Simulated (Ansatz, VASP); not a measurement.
This is a calculation of Bi for VASP 6.6.1.

Contents of INCAR:

```
SYSTEM = Bi
  ALGO = Normal
  EDIFF = 1E-6
  ENCUT = 500
  GGA = PE
  GGA_COMPAT = .False.
  ISIF = 2
  ISMEAR = 0
  LASPH = .True.
  LCHARG = .False.
  LREAL = .False.
  LWAVE = .False.
  NBANDS = 14
  NELM = 120
  PREC = Accurate
  SIGMA = 0.028000000000000004
```

The input KPOINTS:

```
k-points
0
Gamma
  9 9 9
  0 0 0
```

Contents of POSCAR:

```
Bi
1.0
   -1.9814305318      1.9814305318      1.9814305318
    1.9814305318     -1.9814305318      1.9814305318
    1.9814305318      1.9814305318     -1.9814305318
Bi
1
Direct
    0.0000000000      0.0000000000      0.0000000000
```

Potentials or basis: VASP PAW PBE potentials, release 64 (Bi_d).

Run with:

```console
$ cat potpaw_PBE.64/Bi_d/POTCAR > POTCAR
$ mpirun -np 1 vasp_std > vasp.out
```

Problem. Set up the same calculation for Ansatz 0.2.0. Potentials there: Ansatz PAW.

Solution. As run (the cutoff follows the program's own potentials):

Contents of input.yaml:

```yaml
crystal:
  lattice:
    - [-1.9814305318, 1.9814305318, 1.9814305318]
    - [1.9814305318, -1.9814305318, 1.9814305318]
    - [1.9814305318, 1.9814305318, -1.9814305318]
  atoms:
    - { symbol: Bi, position: [0.0, 0.0, 0.0] }
hamiltonian:
  xc: pbe
  pseudopotentials: { kind: paw }
kpoints:
  mp_grid: { grid: [9, 9, 9] }
scf:
  occupations: { method: gaussian, width: 0.028 }
output:
  forces: true
  stress: true
  eigenvalues: true
```

Potentials or basis: Ansatz PAW.

Run with:

```sh
$ ansatz run input.yaml --threads 2 --pin off --max-ram 5632MiB --backend cpu --events-out ev --progress --plain --runs-dir out
```

Both were run:

|  | VASP | Ansatz | Ansatz less VASP |
| --- | --- | --- | --- |
| gap on the k mesh at the Fermi level (eV) | none | none | - |
| pressure (GPa) | 0.8 | 0.8 | +0.03 |

A gap of «none» marks a metal or a gap that the smearing closes. The functional is the same, so the differences come from potentials, cutoffs and numerics.

Neither program's run includes spin-orbit coupling.
